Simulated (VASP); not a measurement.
# Si in VASP: notebook

Si is run at these levels: PBEsol; tasks: single point.

Everything below comes from runs of VASP 6.6.1. Logs are shortened: lines on timing, memory, paths and dates and some standing lists are left out, and cuts for length are marked.

## (1) The cell of the first run

Symmetry: I4/mmm, No. 139, tetragonal system. The conventional cell has a = 7.309 Å, b = 7.309 Å, c = 3.837 Å, α = 90.00°, β = 90.00°, γ = 90.00°. Within 3.2 Å of Si (site symmetry m2m) lie 4 Si at 2.42 to 2.61 Å.

## (2) Single point, PBEsol

File INCAR:

```
  PREC = Accurate
  ENCUT = 520
  EDIFF = 1E-6
  ISMEAR = 0
  SIGMA = 0.03
  LREAL = False
  LASPH = True
  NELM = 80
  ALGO = Normal
  ISIF = 2
  LWAVE = False
  LCHARG = False
  GGA = PS
  NBANDS = 16
```

File KPOINTS:

```
regular mesh
0
Gamma
  10 10 10
```

File POSCAR:

```
Si
1.0
   -3.6544066622      3.6544066622      1.9186812134
    3.6544066622     -3.6544066622      1.9186812134
    3.6544066622      3.6544066622     -1.9186812134
Si
4
Direct
    0.1787304307      0.1787304307      0.3574608614
    0.8212695693      0.8212695693      0.6425391386
    0.1787304307      0.8212695693      0.0000000000
    0.8212695693      0.1787304307      0.0000000000
```

Potentials or basis: VASP PAW PBE potentials, release 64 (Si).

The run is started by

```
$ cat potpaw_PBE.64/Si/POTCAR > POTCAR
$ mpirun -np 1 vasp_std > vasp.out
```

OUTCAR:

```text
PREC = Accurate
   ENCUT = 520
   EDIFF = 1E-6
   ISMEAR = 0
   LREAL = False
   LASPH = True
   NELM = 80
   ISIF = 2
   GGA = PS

 ion  position               nearest neighbor table
   1  0.179  0.179  0.357-   2 2.42   2 2.42   3 2.61   4 2.61
   2  0.821  0.821  0.643-   1 2.42   1 2.42   4 2.61   3 2.61
   3  0.179  0.821  0.000-   4 2.42   4 2.42   2 2.61   1 2.61
   4  0.821  0.179  0.000-   3 2.42   3 2.42   2 2.61   1 2.61

  LATTYP: Found a body centered tetragonal cell.
 ALAT       =     7.3088133244
 C/A-ratio  =     0.5250322120

  Lattice vectors:

 A1 = (  -3.6544066622,   3.6544066622,   1.9186812134)
 A2 = (   3.6544066622,  -3.6544066622,   1.9186812134)
 A3 = (   3.6544066622,   3.6544066622,  -1.9186812134)

Analysis of symmetry for initial positions (statically):
=====================================================================
 Subroutine PRICEL returns:
 Original cell was already a primitive cell.

 Routine SETGRP: Setting up the symmetry group for a
 body centered tetragonal supercell.

 Subroutine GETGRP returns: Found 16 space group operations
 (whereof 16 operations were pure point group operations)
 out of a pool of 16 trial point group operations.

The static configuration has the point symmetry D_4h.

Analysis of symmetry for dynamics (positions and initial velocities):
=====================================================================
 Subroutine PRICEL returns:
 Original cell was already a primitive cell.

 Routine SETGRP: Setting up the symmetry group for a
 body centered tetragonal supercell.

 Subroutine GETGRP returns: Found 16 space group operations
 (whereof 16 operations were pure point group operations)
 out of a pool of 16 trial point group operations.

The dynamic configuration has the point symmetry D_4h.

 Subroutine INISYM returns: Found 16 space group operations
 (whereof 16 operations are pure point group operations),
 and found     1 'primitive' translations

----------------------------------------------------------------------------------------

                                     Primitive cell

  volume of cell :     102.4936

  direct lattice vectors                    reciprocal lattice vectors
    -3.654406662  3.654406662  1.918681213     0.000000000  0.136821117  0.260595661
     3.654406662 -3.654406662  1.918681213     0.136821117  0.000000000  0.260595661
     3.654406662  3.654406662 -1.918681213     0.136821117  0.136821117  0.000000000

  length of vectors
     5.512777313  5.512777313  5.512777313     0.294329945  0.294329945  0.193494279

  position of ions in fractional coordinates (direct lattice)
     0.178730431  0.178730431  0.357460861
     0.821269569  0.821269569  0.642539139
     0.178730431  0.821269569  0.000000000
     0.821269569  0.178730431  0.000000000

  ion indices of the primitive-cell ions
   primitive index   ion index
                 1           1
                 2           2
                 3           3
                 4           4

----------------------------------------------------------------------------------------

 KPOINTS: regular mesh

Automatic generation of k-mesh.
 Grid dimensions read from file:
 generate k-points for:   10   10   10

 Generating k-lattice:

  Cartesian coordinates                     Fractional coordinates (reciprocal lattice)
     0.000000000  0.013682112  0.026059566     0.100000000  0.000000000  0.000000000
     0.013682112  0.000000000  0.026059566     0.000000000  0.100000000  0.000000000
     0.013682112  0.013682112  0.000000000     0.000000000  0.000000000  0.100000000

  Length of vectors
     0.029432995  0.029432995  0.019349428

  Shift w.r.t. Gamma in fractional coordinates (k-lattice)
     0.000000000  0.000000000  0.000000000

 Subroutine IBZKPT returns following result:
 ===========================================

 Found    102 irreducible k-points:

 Following reciprocal coordinates:
            Coordinates               Weight
  0.000000  0.000000  0.000000      1.000000
  0.100000  0.000000 -0.000000      8.000000
  0.200000  0.000000 -0.000000      8.000000
  0.300000  0.000000  0.000000      8.000000
  0.400000  0.000000  0.000000      8.000000
  0.500000  0.000000  0.000000      4.000000
[... 16 lines left out ...]
  0.300000  0.300000  0.000000      8.000000
  0.400000  0.300000  0.000000     16.000000
 [... further k-points ...]
   k-points           NKPTS =    102   k-points in BZ     NKDIM =    102   number of bands    NBANDS=     16
   number of dos      NEDOS =    301   number of ions     NIONS =      4
   total plane-waves  NPLWV =  74088
   dimension x,y,z NGX =    42 NGY =   42 NGZ =   42
   dimension x,y,z NGXF=    84 NGYF=   84 NGZF=   84
   ions per type =               4
   NGX,Y,Z   is equivalent  to a cutoff of  12.67, 12.67, 12.67 a.u.
   NGXF,Y,Z  is equivalent  to a cutoff of  25.33, 25.33, 25.33 a.u.
 SYSTEM =  unknown system
   PREC   = accura    normal or accurate (medium, high low for compatibility)
   ISTART =      0    job   : 0-new  1-cont  2-samecut
   ICHARG =      2    charge: 1-file 2-atom 10-const
   ISPIN  =      1    spin polarized calculation?
   LNONCOLLINEAR =      F non collinear calculations
   LSORBIT =      F    spin-orbit coupling
   LASPH  =      T    aspherical Exc in radial PAW
   ENCUT  =  520.0 eV  38.22 Ry    6.18 a.u.  10.25 10.25 10.25*2*pi/ulx,y,z
   NELM   =     80;   NELMIN=  2; NELMDL= -5     # of ELM steps
   EDIFF  = 0.1E-05   stopping-criterion for ELM
   LREAL  =      F    real-space projection
   EDIFFG = 0.1E-04   stopping-criterion for IOM
   NSW    =      0    number of steps for IOM
   IBRION =     -1    ionic relax: 0-MD 1-quasi-New 2-CG
   NFREE  =      0    steps in history (QN), initial steepest desc. (CG)
   ISIF   =      2    stress and relaxation
   ISYM   =      2    0-nonsym 1-usesym 2-fastsym
   POTIM  = 0.5000    time-step for ionic-motion
   TEBEG  =    0.0;   TEEND  =   0.0 temperature during run
   PSTRESS=    0.0 pullay stress
   NELECT =      16.0000    total number of electrons
   NUPDOWN=      -1.0000    fix difference up-down
   EMIN   =  10.00;   EMAX   =-10.00  energy-range for DOS
   EFERMI =   0.00;   METHOD = LEGACY
   ISMEAR =     0;   SIGMA  =   0.03  broadening in eV -4-tet -1-fermi 0-gaus
   EFERMI_NEDOS =   21; number of points for ismear=-14 and -15
   IALGO  =     38    algorithm
   IMIX   =      4    mixing-type and parameters
     AMIX     =   0.40;   BMIX     =  1.00
     AMIX_MAG =   1.60;   BMIX_MAG =  1.00
  volume/ion in A,a.u.               =      25.62       172.92
  Fermi-wavevector in a.u.,A,eV,Ry     =   0.881487  1.665769 10.571993  0.777020
  Thomas-Fermi vector in A             =   2.001990
   LORBIT       =      0    0 simple, 1 ext, 2 COOP (PROOUT), +10 PAW based schemes
   GGA     = PS    functional components
   LHFCALC =     F    Hartree Fock is set to
   AEXX    =    0.0000 exact exchange contribution
   IVDW    =     0    specifies the selected vdW correction
   LEPSILON=     F    determine dielectric tensor
   LRPA    =     F    only Hartree local field effects (RPA)
 non-spin polarized calculation
 Gauss-broadening in eV      SIGMA  =   0.03
  energy-cutoff  :      520.00
  volume of cell :      102.49
 maximum number of plane-waves:      2788
 NGX is ok and might be reduce to    42
   NGX = 21   NGY = 21   NGZ = 21

 number of electron      15.9999999 magnetization

 Free energy of the ion-electron system (eV)
  ---------------------------------------------------
  ext. energy  EPLUGINS =         0.00000000
  ---------------------------------------------------
  free energy    TOTEN  =       -21.64577800 eV

  energy without entropy =      -21.64572855  energy(sigma->0) =      -21.64575328

 E-fermi :   3.6940     XC(G=0):  -8.5365

 val. band max:        3.6865803900   @ k =   0.5000   0.5000   0.5000
 cond. band min:       3.7297078006   @ k =   0.3000   0.2000   0.2000
 fundamental gap:      0.0431274106
 Fermi energy:         3.6939843929

 k-point     1 :       0.0000    0.0000    0.0000
  band No.  band energies     occupation
      1      -7.1743      2.00000
      2      -4.2749      2.00000
      3      -1.4775      2.00000
      4      -1.4775      2.00000
      5       0.5984      2.00000
      6       2.8389      2.00000
[... 8 lines left out ...]
     15      10.1320      0.00000
     16      10.2959      0.00000

 k-point     2 :       0.1000    0.0000   -0.0000
  band No.  band energies     occupation
      1      -7.0676      2.00000
      2      -4.2428      2.00000
      3      -1.5679      2.00000
      4      -1.3710      2.00000
      5       0.6725      2.00000
      6       2.1876      2.00000
[... 8 lines left out ...]
     15       9.3949      0.00000
     16      10.8839      0.00000

 k-point     3 :       0.2000    0.0000   -0.0000
  band No.  band energies     occupation
      1      -6.7520      2.00000
      2      -4.1294      2.00000
      3      -1.8640      2.00000
      4      -1.1924      2.00000
      5       0.7924      2.00000
      6       1.1509      2.00000
[... 8 lines left out ...]
     15       8.8216      0.00000
     16       9.2099      0.00000

 k-point     4 :       0.3000    0.0000    0.0000
  band No.  band energies     occupation
      1      -6.2458      2.00000
      2      -3.9061      2.00000
      3      -2.4544      2.00000
      4      -1.3771      2.00000
      5       0.3699      2.00000
      6       0.8970      2.00000
[... 8 lines left out ...]
     15       9.6090      0.00000
     16      10.0271      0.00000

 k-point     5 :       0.4000    0.0000    0.0000
  band No.  band energies     occupation
      1      -5.6102      2.00000
      2      -3.5809      2.00000
      3      -3.2682      2.00000
      4      -1.9379      2.00000
      5       0.0899      2.00000
      6       0.8394      2.00000
[... 8 lines left out ...]
     15       8.7178      0.00000
     16      11.1322      0.00000

 k-point     6 :       0.5000    0.0000    0.0000
  band No.  band energies     occupation
      1      -5.1820      2.00000
      2      -3.7845      2.00000
      3      -3.3522      2.00000
      4      -2.2864      2.00000
      5       0.0405      2.00000
      6       0.7920      2.00000
[... 8 lines left out ...]
     15       9.1186      0.00000
     16      10.8774      0.00000

 k-point     7 :       0.1000    0.1000   -0.0000
  band No.  band energies     occupation
      1      -6.7945      2.00000
      2      -4.0279      2.00000
      3      -1.5527      2.00000
      4      -1.5309      2.00000
      5       0.6632      2.00000
      6       1.2892      2.00000
[... 8 lines left out ...]
     15       8.7555      0.00000
     16       9.6144      0.00000

 k-point     8 :       0.2000    0.1000   -0.0000
  band No.  band energies     occupation
      1      -6.3270      2.00000
      2      -3.7561      2.00000
      3      -2.1160      2.00000
      4      -1.7175      2.00000
      5       0.4636      2.00000
      6       0.8177      2.00000
[... 8 lines left out ...]
     15       9.4074      0.00000
     16      10.2594      0.00000

 k-point     9 :       0.3000    0.1000    0.0000
  band No.  band energies     occupation
      1      -5.7135      2.00000
      2      -3.4790      2.00000
      3      -2.9616      2.00000
      4      -2.1853      2.00000
      5       0.1776      2.00000
      6       0.8118      2.00000
[... 8 lines left out ...]
     15       9.0398      0.00000
     16      10.3501      0.00000
[... 172 lines left out ...]
 k-point    19 :       0.5000    0.2000    0.0000
  band No.  band energies     occupation
      1      -5.8678      2.00000
      2      -4.5728      2.00000
      3      -2.7438      2.00000
      4      -1.0470      2.00000
      5       0.1546      2.00000
      6       1.3243      2.00000
[... 8 lines left out ...]
     15       9.7157      0.00000
     16      10.1686      0.00000

 k-point    20 :      -0.4000    0.2000   -0.0000
  band No.  band energies     occupation
      1      -6.4253      2.00000
      2      -4.7956      2.00000
      3      -2.1574      2.00000
      4      -0.7379      2.00000
      5       0.8936      2.00000
      6       1.3442      2.00000
[... 8 lines left out ...]
     15       9.2578      0.00000
     16       9.4428      0.00000

 k-point    21 :      -0.3000    0.2000   -0.0000
  band No.  band energies     occupation
      1      -6.8143      2.00000
      2      -4.8398      2.00000
      3      -1.7530      2.00000
      4      -1.0102      2.00000
      5       1.3814      2.00000
      6       1.9084      2.00000
[... 8 lines left out ...]
     15       9.0179      0.00000
     16      10.0485      0.00000

 k-point    22 :      -0.2000    0.2000    0.0000
  band No.  band energies     occupation
      1      -7.0030      2.00000
      2      -4.7196      2.00000
      3      -1.4852      2.00000
      4      -1.3565      2.00000
      5       1.1969      2.00000
      6       2.3563      2.00000
[... 8 lines left out ...]
     15      10.0175      0.00000
     16      10.4575      0.00000

 k-point    23 :       0.3000    0.3000    0.0000
  band No.  band energies     occupation
      1      -5.1717      2.00000
      2      -4.3173      2.00000
      3      -3.4209      2.00000
      4      -1.6916      2.00000
      5      -0.1372      2.00000
      6       1.5130      2.00000
[... 8 lines left out ...]
     15       8.8211      0.00000
     16      10.9764      0.00000

 k-point    24 :       0.4000    0.3000    0.0000
  band No.  band energies     occupation
      1      -5.6445      2.00000
      2      -4.8885      2.00000
      3      -2.7724      2.00000
      4      -1.0037      2.00000
      5       0.1248      2.00000
      6       1.2841      2.00000
[... 8 lines left out ...]
     15       9.3370      0.00000
     16      10.5279      0.00000

 [... further k-points ...]
[... 5 lines left out ...]
  --------------------------------------------------------------------------------------
  -------------------------------------------------------------------------------------
  Total       -8.6186523     -8.6186523     -2.1297110      0.0000000      0.0000000      0.0000000
  in kB     -134.7266099   -134.7266099    -33.2916020      0.0000000      0.0000000      0.0000000
  external PRESSURE =    -100.9149406 kB  Pullay stress =       0.0000000 kB

 VOLUME and BASIS-vectors are now :
 -----------------------------------------------------------------------------
  energy-cutoff  :      520.00
  volume of cell :      102.49
      direct lattice vectors                 reciprocal lattice vectors
    -3.654406662  3.654406662  1.918681213     0.000000000  0.136821117  0.260595661
     3.654406662 -3.654406662  1.918681213     0.136821117  0.000000000  0.260595661
     3.654406662  3.654406662 -1.918681213     0.136821117  0.136821117  0.000000000

 POSITION                                       TOTAL-FORCE (eV/Angst)
 -----------------------------------------------------------------------------------
      1.30631      1.30631      0.00000        -0.378980     -0.378980     -0.000000
      2.34810      2.34810      1.91868         0.378980      0.378980      0.000000
      2.34810     -2.34810      1.91868         0.378980     -0.378980      0.000000
     -2.34810      2.34810      1.91868        -0.378980      0.378980      0.000000
 -----------------------------------------------------------------------------------
    total drift:                               -0.000000     -0.000000     -0.000000

  FREE ENERGIE OF THE ION-ELECTRON SYSTEM (eV)
  ---------------------------------------------------
  free  energy   TOTEN  =       -21.6457779981 eV

  energy  without entropy=      -21.6457285523  energy(sigma->0) =      -21.64575328
```

Run time: 66 s. Hardware: 1 thread of Intel Xeon 6975P-C (Granite Rapids), shared host; peak memory 0.32 GiB.

What came out:

```yaml
Free_energy: -21.6458 eV
Pressure: -10.1 GPa
Largest_force: 0.536 eV/Å
Band_gap_on_the_k_mesh: 0.04 eV (least direct gap 0.96 eV)
```

Forces on the atoms (eV/Å):
```
Si  -0.379 -0.379  0.000
Si   0.379  0.379  0.000
Si   0.379 -0.379  0.000
Si  -0.379  0.379  0.000
```

Stress tensor (GPa, compression positive):
```
-13.47   0.00   0.00
  0.00 -13.47   0.00
  0.00   0.00  -3.33
```

Caveat: the cell stands under tension; the PAW data sets were made with another functional, which shifts forces and pressure a little. A k mesh can miss the band edges.

(Part 1 of 2 ends here.)
